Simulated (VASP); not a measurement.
# Sc2Al in VASP: further runs, part 2 of 2

VASP 6.6.1.

### Step 3. Single point, r2SCAN

This run uses another cell than the first one: it holds 6 atoms, not 3.

Contents of POSCAR:

```
Sc2Al
1.0
    7.8218526752      0.0000000000      0.0000000000
    0.0000000000      5.1654380526      0.0000000000
    0.0000000000      0.0000000000      3.4084692726
Sc Al
4 2
Direct
    0.2998093233      1.0000701816      0.5000000000
    0.7998093233      0.4999298184      0.0000000000
    0.7001906767     -0.0000701816      0.5000000000
    0.2001906767      0.5000701816      0.0000000000
    0.5000000000      0.5000000000      0.5000000000
    0.0000000000      0.0000000000      0.0000000000
```

Contents of INCAR.step1:

```
ALGO = Normal ; EDIFF = 1E-4
ENCUT = 520 ; GGA = PE
ISMEAR = 0 ; LASPH = True
LCHARG = False ; LREAL = False
LWAVE = True ; NBANDS = 34
NELM = 80 ; PREC = Accurate
SIGMA = 0.1
```

Contents of INCAR.step2:

```
ALGO = Normal ; EDIFF = 1E-7
ENCUT = 520 ; ISIF = 2
ISMEAR = 0 ; ISTART = 1
LASPH = True ; LCHARG = False
LMIXTAU = True ; LREAL = False
LWAVE = False ; METAGGA = R2SCAN
NBANDS = 34 ; NELM = 80
PREC = Accurate ; SIGMA = 0.1
```

Contents of KPOINTS:

```
k-points
0
Gamma
  4 4 4
```

Potentials or basis: VASP PAW PBE potentials, release 64 (Sc_sv, Al).

Launch:

```bash
$ cat potpaw_PBE.64/Sc_sv/POTCAR potpaw_PBE.64/Al/POTCAR > POTCAR
$ cp INCAR.step1 INCAR
$ mpirun -np 1 vasp_std > vasp.out
$ cp INCAR.step2 INCAR
$ mpirun -np 1 vasp_std > vasp.out
```

OUTCAR:

```text
EDIFF = 1E-7
   ENCUT = 520
   ISIF = 2
   ISMEAR = 0
   ISTART = 1
   LASPH = True
   LREAL = False
   METAGGA = R2SCAN
   NELM = 80
   PREC = Accurate

 ion  position               nearest neighbor table
   1  0.300  0.000  0.500-   6 2.90   6 2.90   5 3.02   5 3.02   3 3.13   4 3.19   4 3.19   4 3.19
                             4 3.19
   2  0.800  0.500  0.000-   5 2.90   5 2.90   6 3.02   6 3.02   4 3.13   3 3.19   3 3.19   3 3.19
                             3 3.19
   3  0.700  1.000  0.500-   6 2.90   6 2.90   5 3.02   5 3.02   1 3.13   2 3.19   2 3.19   2 3.19
                             2 3.19
   4  0.200  0.500  0.000-   5 2.90   5 2.90   6 3.02   6 3.02   2 3.13   1 3.19   1 3.19   1 3.19
                             1 3.19
   5  0.500  0.500  0.500-   2 2.90   4 2.90   2 2.90   4 2.90   3 3.02   1 3.02   1 3.02   3 3.02

   6  0.000  0.000  0.000-   1 2.90   3 2.90   1 2.90   3 2.90   2 3.02   4 3.02   4 3.02   2 3.02

  LATTYP: Found a simple orthorhombic cell.
 ALAT       =     3.4084692726
 B/A-ratio  =     1.5154715033
 C/A-ratio  =     2.2948285725

  Lattice vectors:

 A1 = (   0.0000000000,   0.0000000000,  -3.4084692726)
 A2 = (   0.0000000000,   5.1654380526,   0.0000000000)
 A3 = (   7.8218526752,   0.0000000000,   0.0000000000)

Analysis of symmetry for initial positions (statically):
=====================================================================
 Subroutine PRICEL returns:
 Original cell was already a primitive cell.

 Routine SETGRP: Setting up the symmetry group for a
 simple orthorhombic supercell.

 Subroutine GETGRP returns: Found  8 space group operations
 (whereof  4 operations were pure point group operations)
 out of a pool of  8 trial point group operations.

The static configuration has the point symmetry C_2h.
 The point group associated with its full space group is D_2h.

Analysis of symmetry for dynamics (positions and initial velocities):
=====================================================================
 Subroutine PRICEL returns:
 Original cell was already a primitive cell.

 Routine SETGRP: Setting up the symmetry group for a
 simple orthorhombic supercell.

 Subroutine GETGRP returns: Found  8 space group operations
 (whereof  4 operations were pure point group operations)
 out of a pool of  8 trial point group operations.

The dynamic configuration has the point symmetry C_2h.
 The point group associated with its full space group is D_2h.

 Subroutine INISYM returns: Found  8 space group operations
 (whereof  4 operations are pure point group operations),
 and found     1 'primitive' translations

----------------------------------------------------------------------------------------

                                     Primitive cell

  volume of cell :     137.7134

  direct lattice vectors                    reciprocal lattice vectors
     7.821852675  0.000000000  0.000000000     0.127846949  0.000000000  0.000000000
     0.000000000  5.165438053  0.000000000     0.000000000  0.193594423  0.000000000
     0.000000000  0.000000000  3.408469273     0.000000000  0.000000000  0.293386831

  length of vectors
     7.821852675  5.165438053  3.408469273     0.127846949  0.193594423  0.293386831

  position of ions in fractional coordinates (direct lattice)
     0.299809323  0.000070182  0.500000000
[... 47 lines left out ...]
  0.250000  0.250000  0.000000      4.000000
  0.500000  0.250000  0.000000      2.000000
[... 16 lines left out ...]
  0.250000  0.250000  0.500000      4.000000
  0.500000  0.250000  0.500000      2.000000
 [... further k-points ...]
   k-points           NKPTS =     27   k-points in BZ     NKDIM =     27   number of bands    NBANDS=     34
   number of dos      NEDOS =    301   number of ions     NIONS =      6
   total plane-waves  NPLWV =  67200
   dimension x,y,z NGX =    60 NGY =   40 NGZ =   28
   dimension x,y,z NGXF=   120 NGYF=   80 NGZF=   56
   ions per type =               4   2
   NGX,Y,Z   is equivalent  to a cutoff of  12.75, 12.87, 13.66 a.u.
   NGXF,Y,Z  is equivalent  to a cutoff of  25.50, 25.75, 27.31 a.u.
 SYSTEM =  unknown system
   PREC   = accura    normal or accurate (medium, high low for compatibility)
   ISTART =      1    job   : 0-new  1-cont  2-samecut
   ICHARG =      0    charge: 1-file 2-atom 10-const
   ISPIN  =      1    spin polarized calculation?
   LNONCOLLINEAR =      F non collinear calculations
   LSORBIT =      F    spin-orbit coupling
   LASPH  =      T    aspherical Exc in radial PAW
   ENCUT  =  520.0 eV  38.22 Ry    6.18 a.u.  14.54  9.60  6.34*2*pi/ulx,y,z
   NELM   =     80;   NELMIN=  2; NELMDL=  0     # of ELM steps
   EDIFF  = 0.1E-06   stopping-criterion for ELM
   LREAL  =      F    real-space projection
   EDIFFG = 0.1E-05   stopping-criterion for IOM
   NSW    =      0    number of steps for IOM
   IBRION =     -1    ionic relax: 0-MD 1-quasi-New 2-CG
   NFREE  =      0    steps in history (QN), initial steepest desc. (CG)
   ISIF   =      2    stress and relaxation
   ISYM   =      2    0-nonsym 1-usesym 2-fastsym
   POTIM  = 0.5000    time-step for ionic-motion
   TEBEG  =    0.0;   TEEND  =   0.0 temperature during run
   PSTRESS=    0.0 pullay stress
   NELECT =      50.0000    total number of electrons
   NUPDOWN=      -1.0000    fix difference up-down
   EMIN   =  10.00;   EMAX   =-10.00  energy-range for DOS
   EFERMI =   0.00;   METHOD = LEGACY
   ISMEAR =     0;   SIGMA  =   0.10  broadening in eV -4-tet -1-fermi 0-gaus
   EFERMI_NEDOS =   21; number of points for ismear=-14 and -15
   IALGO  =     38    algorithm
   IMIX   =      4    mixing-type and parameters
     AMIX     =   0.40;   BMIX     =  1.00
     AMIX_MAG =   1.60;   BMIX_MAG =  1.00
  volume/ion in A,a.u.               =      22.95       154.89
  Fermi-wavevector in a.u.,A,eV,Ry     =   1.167901  2.207013 18.558255  1.363993
  Thomas-Fermi vector in A             =   2.304395
   LORBIT       =      0    0 simple, 1 ext, 2 COOP (PROOUT), +10 PAW based schemes
   METAGGA = R2SCAN    functional components
   LHFCALC =     F    Hartree Fock is set to
   AEXX    =    0.0000 exact exchange contribution
   IVDW    =     0    specifies the selected vdW correction
   LEPSILON=     F    determine dielectric tensor
   LRPA    =     F    only Hartree local field effects (RPA)
 non-spin polarized calculation
 Gauss-broadening in eV      SIGMA  =   0.10
  energy-cutoff  :      520.00
  volume of cell :      137.71
 maximum number of plane-waves:      3739
 NGX is ok and might be reduce to    60

 number of electron      49.9999980 magnetization

 Free energy of the ion-electron system (eV)
  ---------------------------------------------------
  ext. energy  EPLUGINS =         0.00000000
  ---------------------------------------------------
  free energy    TOTEN  =       -59.33519795 eV

  energy without entropy =      -59.30983160  energy(sigma->0) =      -59.32251477

 E-fermi :   4.5043     XC(G=0): -10.4160

 val. band max:        4.4915977733   @ k =   0.2500   0.5000   0.5000
 cond. band min:       4.5079733552   @ k =   0.2500   0.2500   0.2500
 fundamental gap:      0.0163755819
 Fermi energy:         4.5043388877

 k-point     1 :       0.0000    0.0000    0.0000
  band No.  band energies     occupation
      1     -47.3964      2.00000
      2     -47.3796      2.00000
      3     -47.3424      2.00000
      4     -47.3258      2.00000
      5     -25.2002      2.00000
      6     -25.1976      2.00000
[... 877 lines left out ...]
     33       6.9992      0.00000
     34       6.9995      0.00000

 [... further k-points ...]

------------------------ aborting loop because EDIFF is reached ----------------------------------------

  FORCE on cell =-STRESS in cart. coord.  units (eV):
  Direction    XX          YY          ZZ          XY          YZ          ZX
  --------------------------------------------------------------------------------------
  -------------------------------------------------------------------------------------
  Total        0.2669770      0.1458264      0.1586004      0.0000000      0.0000000      0.0000000
  in kB        3.1060486      1.6965655      1.8451803      0.0000000      0.0000000      0.0000000
  external PRESSURE =       2.2159314 kB  Pullay stress =       0.0000000 kB

 VOLUME and BASIS-vectors are now :
 -----------------------------------------------------------------------------
  energy-cutoff  :      520.00
  volume of cell :      137.71
      direct lattice vectors                 reciprocal lattice vectors
     7.821852675  0.000000000  0.000000000     0.127846949  0.000000000  0.000000000
     0.000000000  5.165438053  0.000000000     0.000000000  0.193594423  0.000000000
     0.000000000  0.000000000  3.408469273     0.000000000  0.000000000  0.293386831

 POSITION                                       TOTAL-FORCE (eV/Angst)
 -----------------------------------------------------------------------------------
      2.34506      0.00036      1.70423         0.005224     -0.000566     -0.000000
      6.25599      2.58236      0.00000         0.005224      0.000566      0.000000
      5.47679      5.16508      1.70423        -0.005224      0.000566      0.000000
      1.56586      2.58308      0.00000        -0.005224     -0.000566     -0.000000
      3.91093      2.58272      1.70423         0.000000      0.000000      0.000000
      0.00000      0.00000      0.00000         0.000000      0.000000      0.000000
 -----------------------------------------------------------------------------------
    total drift:                                0.000000      0.000000     -0.000000

  FREE ENERGIE OF THE ION-ELECTRON SYSTEM (eV)
  ---------------------------------------------------
  free  energy   TOTEN  =       -59.3351979511 eV

  energy  without entropy=      -59.3098315967  energy(sigma->0) =      -59.32251477
```

It took 8.2 min on 1 thread of Intel Xeon Platinum 8259CL at 2.50GHz (Skylake/Cascade Lake), shared host; peak memory 0.33 GiB.

Results:

```yaml
Free_energy: -59.3352 eV
Pressure: 0.2 GPa
Largest_force: 0.005 eV/Å
Band_gap_on_the_k_mesh: zero (bands 25 and 26 overlap by 1.32 eV)
```

Forces in eV/Å, atoms in the order of the input:
```
Sc   0.005 -0.001  0.000
Sc   0.005  0.001  0.000
Sc  -0.005  0.001  0.000
Sc  -0.005 -0.001  0.000
Al   0.000  0.000  0.000
Al   0.000  0.000  0.000
```

Stress tensor (GPa, compression positive):
```
0.31 0.00 0.00
0.00 0.17 0.00
0.00 0.00 0.18
```

Levels at points of the mesh, in eV from the Fermi level:
```
           k point  band 21  band 22  band 23  band 24  band 25  band 26  band 27  band 28
(0.00, 0.00, 0.00)    -1.75    -1.75    -1.45    -0.46     0.17     0.77     1.25     1.27
(0.50, 0.00, 0.00)    -1.90    -1.90    -1.02    -1.02     0.43     0.43     1.23     1.23
(0.00, 0.50, 0.00)    -2.61    -2.61    -0.11    -0.11     0.29     0.29     0.79     0.79
(0.50, 0.50, 0.00)    -1.15    -1.15    -1.10    -1.10     0.40     0.40     0.89     0.89
(0.00, 0.00, 0.50)    -1.91    -1.91    -0.50    -0.50    -0.26    -0.26     0.30     0.30
(0.50, 0.00, 0.50)    -1.81    -1.81    -0.46    -0.46    -0.27    -0.27     0.29     0.29
(0.00, 0.50, 0.50)    -1.02    -1.02    -0.93    -0.93    -0.66    -0.66    -0.57    -0.57
(0.50, 0.50, 0.50)    -1.87    -1.87    -1.14    -1.14    -0.85    -0.85     0.21     0.21
```

Caveat: the k points lie up to 0.46 Å⁻¹ apart, too coarse for converged energies and pressures of a metal; the PAW data sets were made with another functional, which shifts forces and pressure a little.

### Step 4. Relaxation of cell and atoms, r2SCAN

This run uses another cell than the first one, of 22.95 Å³/atom.

Contents of POSCAR:

```
Sc2Al
1.0
   -1.7042346363      2.5827190263      3.9109263376
    1.7042346363     -2.5827190263      3.9109263376
    1.7042346363      2.5827190263     -3.9109263376
Sc Al
2 1
Direct
    0.7001906767      0.2001906767      0.5000000000
    0.2998093233      0.7998093233      0.5000000000
    0.0000000000      0.0000000000      0.0000000000
```

Contents of INCAR.step1:

```
SYSTEM = Sc2Al
PREC = Accurate
ENCUT = 600
ISMEAR = 0
SIGMA = 0.1
LREAL = .False.
LASPH = .True.
NELM = 60
GGA = PE
ALGO = Normal
EDIFF = 1E-4
LWAVE = .True.
LCHARG = .False.
```

Contents of INCAR.step2:

```
SYSTEM = Sc2Al
PREC = Accurate
ENCUT = 600
EDIFF = 1E-7
ISMEAR = 0
SIGMA = 0.1
LREAL = .False.
LASPH = .True.
NELM = 60
ALGO = Normal
ISIF = 3
LWAVE = .False.
LCHARG = .False.
METAGGA = R2SCAN
LMIXTAU = .True.
IBRION = 2
NSW = 90
EDIFFG = -0.04
ISTART = 1
```

Contents of KPOINTS:

```
Automatic mesh
0
Gamma
  6 6 6
  0 0 0
```

Launch:

```bash
$ cat potpaw_PBE.64/Sc_sv/POTCAR potpaw_PBE.64/Al/POTCAR > POTCAR
$ cp INCAR.step1 INCAR
$ mpirun -np 1 vasp_std > vasp.out
$ cp INCAR.step2 INCAR
$ mpirun -np 1 vasp_std > vasp.out
```

It took 27 min on 1 thread of Intel Xeon Platinum 8259CL at 2.50GHz (Skylake/Cascade Lake), shared host; peak memory 0.3 GiB.

Results (log left out):

```
Free energy                           : -29.6570 eV
Relaxed volume                        : 22.94 Å³/atom
Relaxed cell                          : a = 5.048 Å, b = 5.048 Å, c = 5.048 Å, α = 141.66°, β = 118.13°, γ = 75.18°
Space group after relaxing (to 0.1 Å) : Immm (No. 71)
Energy gained by relaxing             : 4.7 meV/atom
Ionic steps                           : 7
Pressure after relaxing               : 0.0 GPa
Largest force after relaxing          : 0.023 eV/Å
Band gap on the k mesh                : zero (an odd number of electrons rules out a gap without spin polarisation)
```

Forces on the atoms (eV/Å):
```
Sc   0.000  0.000 -0.023
Sc   0.000  0.000  0.023
Al   0.000  0.000  0.000
```

Stress tensor (GPa, compression positive):
```
 0.01  0.00  0.00
 0.00 -0.03  0.00
 0.00  0.00  0.10
```

The path:
```
step  energy change (eV)  largest force (eV/Å)  pressure (GPa)  volume (Å³)
   1              0.0000                0.0792            0.28        68.86
   2             -0.0082                0.0252           -0.16        69.25
   3             -0.0112                0.0306           -0.63        69.69
   4             -0.0130                0.0766            0.17        68.76
   5             -0.0131                0.0681            0.03        68.93
   6             -0.0136                0.0506            0.02        68.88
   7             -0.0141                0.0226            0.03        68.81
```

Final structure:
```
Sc Al
1.0
    -1.65741    2.59497    3.99994
     1.65741   -2.59497    3.99994
     1.65741    2.59497   -3.99994
Sc Al
2 1
Direct
  0.69998 0.19998 0.50000
  0.30002 0.80002 0.50000
  0.00000 0.00000 0.00000
```

Levels at points of the mesh, in eV from the Fermi level:
```csv
k point,band 9,band 10,band 11,band 12,band 13,band 14,band 15,band 16
"(0.00, 0.00, 0.00)",-7.68,-2.34,-1.87,-0.63,0.41,1.04,1.18,1.41
"(0.50, 0.00, 0.00)",-6.44,-4.34,-1.35,-1.31,0.24,0.76,0.92,1.75
"(0.00, 0.50, 0.00)",-4.54,-3.01,-1.88,-0.57,-0.20,0.14,0.34,1.25
"(0.50, 0.50, 0.00)",-4.05,-3.14,-1.08,-0.94,-0.80,-0.63,0.48,1.23
"(0.50, 0.50, 0.50)",-6.10,-4.31,-1.87,-1.60,0.10,1.10,1.60,1.60
```

Caveat: the PAW data sets were made with another functional, which shifts forces and pressure a little.

### Step 5. The runs side by side

| task | cell | k mesh | cutoff (eV) | gap on the mesh (eV) | pressure (GPa) | largest force (eV/Å) |
| --- | --- | --- | --- | --- | --- | --- |
| single point | a = 5.044 Å, angles 141.7, 118.0, 75.2°, 3 atoms, atomic positions A | 6 × 6 × 6 | 520 | none | 0.2 | 0.03 |
| single point | a = 7.822, b = 5.165, c = 3.408 Å, 6 atoms, atomic positions B | 4 × 4 × 4 | 520 | none | 0.2 | 0.01 |
| relaxation of cell and atoms | relaxed from a = 4.987 Å, angles 140.0, 117.6, 76.7°, 3 atoms, atomic positions A | 6 × 6 × 6 | 600 | none | 0.0 | 0.02 |

Alike in all rows: level r2SCAN; potentials or basis VASP PAW PBE potentials, release 64 (Sc_sv, Al); no spin polarisation; smearing gaussian 0.1 eV.

Caveats: some runs use coarse meshes; the PAW data sets were made with another functional, which shifts forces and pressure a little.

Absolute energies hang on the potentials; compare differences alone.
